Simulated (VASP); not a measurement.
**TaN: single point with LDA**

Crystal: TaN.

```xyz
2
Lattice="0.0000 2.0873 2.1743 2.0873 0.0000 2.1743 2.0873 2.0873 0.0000" Properties=species:S:1:pos:R:3 pbc="T T T"
Ta    2.1010    2.0873    2.1743
N    -0.1764    0.0000    0.0000
```

This cell differs from its parent crystal: atoms displaced along a vibrational mode, the cell strained.

```yaml
Program: VASP 6.6.1
Task: single point
Functional: LDA
Potentials_or_basis: VASP PAW LDA potentials, release 64 (Ta_pv, N)
Cutoff: 520 eV
k_mesh: 18 × 18 × 18
Occupations: gaussian, width 0.15 eV
Spin: no spin polarisation
Dipole_correction: no
Further_INCAR_settings: ALGO = Normal; EDIFF = 1e-06; NBANDS = 15
```

```yaml
Pressure: 51.4 GPa
Largest_force: 3.774 eV/Å
Band_gap_on_the_k_mesh: zero (bands 8 and 9 overlap by 3.88 eV)
```

Forces on the atoms (eV/Å):
```
Ta  -3.774  0.000  0.000
N    3.774  0.000  0.000
```

Stress tensor (GPa, compression positive):
```
84.45  0.00  0.00
 0.00 53.61  0.00
 0.00  0.00 16.14
```

Levels at points of the mesh, in eV from the Fermi level:
```tsv
k point	band 6	band 7	band 8	band 9	band 10	band 11
(0.00, 0.00, 0.00)	-4.99	-4.71	-2.11	-1.39	-1.25	-0.27
(0.50, 0.00, 0.00)	-8.37	-8.24	2.02	2.38	2.68	4.34
(0.50, 0.50, 0.00)	-6.96	-4.74	-3.27	2.97	4.31	4.36
(0.50, 0.00, 0.50)	-6.44	-4.75	-3.65	2.80	4.02	4.66
(0.00, 0.50, 0.50)	-6.21	-4.94	-4.67	2.56	3.97	4.65
```

Wall time 2.1 min on 1 thread of AMD EPYC 9R45 96-Core Processor (Zen 5), with other jobs on the host, peak memory 0.32 GiB.

Caveat: the cell differs from its parent crystal (atoms displaced along a vibrational mode, the cell strained); the cell stands under pressure; spin-orbit coupling is left out, which moves the levels of the heavy elements; forces of over 1 eV/Å act on the atoms, so gaps and moduli don't describe the material at rest.
